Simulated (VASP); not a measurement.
A run of VASP 6.6.1:

INCAR

```
PREC = Accurate ; ENCUT = 520
EDIFF = 1E-6 ; ISMEAR = -1
SIGMA = 0.15 ; LREAL = F
LASPH = T ; NELM = 150
ALGO = Normal ; ISIF = 2
LWAVE = F ; LCHARG = T
ISPIN = 2 ; MAGMOM = 0 1
LORBIT = 11 ; LMAXMIX = 4
GGA = CA ; LELF = T
LVHAR = T ; NBANDS = 17
```

File KPOINTS:

```
regular mesh
0
Gamma
  3 3 3
```

File POSCAR:

```
BeNi
1.0
    2.5869995900      0.0000000000      0.0000000000
    0.0000000000      2.5869995900      0.0000000000
    0.0000000000      0.0000000000      2.5869995900
Be Ni
1 1
Direct
    0.0000000000      0.0000000000      0.0000000000
    0.5000000000      0.5000000000      0.5000000000
```

Potentials or basis: VASP PAW LDA potentials, release 64 (Be, Ni).

Command:

```sh
$ cat potpaw_LDA.64/Be/POTCAR potpaw_LDA.64/Ni/POTCAR > POTCAR
$ mpirun -np 1 vasp_std > vasp.out
```

Hardware: 1 thread of Intel Xeon 8259CL, with other jobs on the host.

How long does it take, and how much memory?

Wall time 5.7 s on 1 thread of Intel Xeon 8259CL, on a shared host, peak memory 0.12 GiB. Counts: scf iterations 14, k points 4.
